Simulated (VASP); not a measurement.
A run of VASP 6.6.1 is set up as follows.

Contents of INCAR:

```
SYSTEM = La16CO24
PREC = Accurate
ENCUT = 520
EDIFF = 1E-6
ISMEAR = -1
SIGMA = 0.01
LREAL = Auto
LASPH = .TRUE.
NELM = 60
ALGO = Normal
ISIF = 2
LWAVE = .FALSE.
LCHARG = .FALSE.
GGA = PE
NBANDS = 188
```

Contents of KPOINTS:

```
Automatic mesh
0
G
  1 1 1
  0 0 0
```

Contents of POSCAR:

```
La16CO24
1.0
    7.8811453700     -0.0000000600      0.0000000000
   -3.9405726400      6.8252721300      0.0000000000
    0.0000000000      0.0000000000     12.3757188400
La O C
16 24 1
Direct
    0.3412476761      0.1535194496      0.4003007069
    0.1524913058      0.3427365187      0.1005202216
    0.3314555229      0.1632159127      0.8737935258
    0.1618687706      0.3335188644      0.6260650472
    0.3357813590      0.6540183212      0.3717447899
    0.1588006622      0.8365429101      0.1288336476
    0.3325129787      0.6707966998      0.8787201892
    0.1629822965      0.8213035177      0.6263556970
    0.8332331673      0.1593518953      0.3715326002
    0.6514761429      0.3366364000      0.1283268488
    0.8209535478      0.1660383685      0.8733970236
    0.6698041933      0.3348521490      0.6210889322
    0.8438863368      0.6825325001      0.3745489098
    0.6809647635      0.8459809266      0.1252247259
    0.8278406684      0.6632418405      0.8772090042
    0.6619953583      0.8294834157      0.6229484606
    0.3188318349      0.1793871359      0.1996377772
    0.1773740598      0.3197519409      0.3015501603
   -0.0019554123     -0.0106469015     -0.0012131013
    0.3316606320      0.1599162640      0.6678340149
    0.1588060139      0.3329808638      0.8299740914
   -0.0144844484     -0.0026661209      0.5013188389
    0.3345191077      0.6723065297      0.1635949415
    0.1715604088      0.8140627809      0.3283056162
   -0.0205071624      0.5033314326      0.0023278648
    0.3315301604      0.6638967551      0.6872349889
    0.1619297393      0.8294524968      0.8178852583
    0.0168506297      0.4857198274      0.5049770507
    0.8115178232      0.1727497492      0.1725055350
    0.6708058409      0.3363610998      0.3376030156
    0.4823191386      0.0182829383     -0.0036363140
    0.8278170820      0.1639974243      0.6820894292
    0.6614864523      0.3326561925      0.8129385557
    0.5040333617     -0.0193438397      0.4965801243
    0.8289578942      0.6622985815      0.1829317577
    0.6609843120      0.8301393603      0.3159047204
    0.5036014812      0.4905778065     -0.0037722253
    0.8316939921      0.6635678349      0.6759494223
    0.6621459068      0.8337159210      0.8255563278
    0.4910951815      0.5079757940      0.5039403432
    0.1319789127      0.1336135747      0.2506327140
```

Potentials or basis: VASP PAW PBE potentials, release 64 (La, O, C).

Run with:

```bash
$ cat potpaw_PBE.64/La/POTCAR potpaw_PBE.64/O/POTCAR potpaw_PBE.64/C/POTCAR > POTCAR
$ mpirun -np 1 vasp_gam > vasp.out
```

Predict the band gap on the k mesh.

1.47 eV.

Estimate the pressure.

1.7 GPa.

What does it give for the largest force?

0.175 eV/Å.

Stress tensor (GPa, compression positive):
```
 1.97 -0.26  0.87
-0.26  1.68 -0.50
 0.87 -0.50  1.37
```

Caveat: the k points lie up to 0.92 Å⁻¹ apart; spin-orbit coupling is left out, which moves the levels of the heavy elements.
